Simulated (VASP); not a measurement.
A run of VASP 6.6.1:

File INCAR:

```
SYSTEM = Sb
PREC = Accurate
ENCUT = 520
EDIFF = 1E-7
ISMEAR = -1
SIGMA = 0.1
LREAL = .FALSE.
LASPH = .TRUE.
NELM = 80
ALGO = Normal
ISIF = 2
LWAVE = .FALSE.
LCHARG = .FALSE.
NBANDS = 18
```

Contents of KPOINTS:

```
regular mesh
0
G
  13 13 4
  0 0 0
```

POSCAR

```
Sb
1.0
    3.3975826972      0.0000000000      0.0000000000
   -1.6987913486      2.9423929272      0.0000000000
    0.0000000000      0.0000000000     11.5047148133
Sb
4
Direct
    1.0000000000      1.0000000000      1.0000000000
    1.0000000000      1.0000000000      0.5000000000
    0.3333333333      0.6666666667      0.2500000000
    0.6666666667      0.3333333333      0.7500000000
```

Potentials or basis: VASP PAW LDA potentials, release 64 (Sb).

Launch:

```sh
$ cat potpaw_LDA.64/Sb/POTCAR > POTCAR
$ mpirun -np 1 vasp_std > vasp.out
```

Hardware: 1 thread of AMD EPYC 7R13 Processor (Zen 3), on a shared host.

Problem. Estimate the wall time of this run.

Solution. It took 78 s on 1 thread of AMD EPYC 7R13 Processor (Zen 3) (shared host), peak memory 0.23 GiB. Counts: scf iterations 11, k points 63.
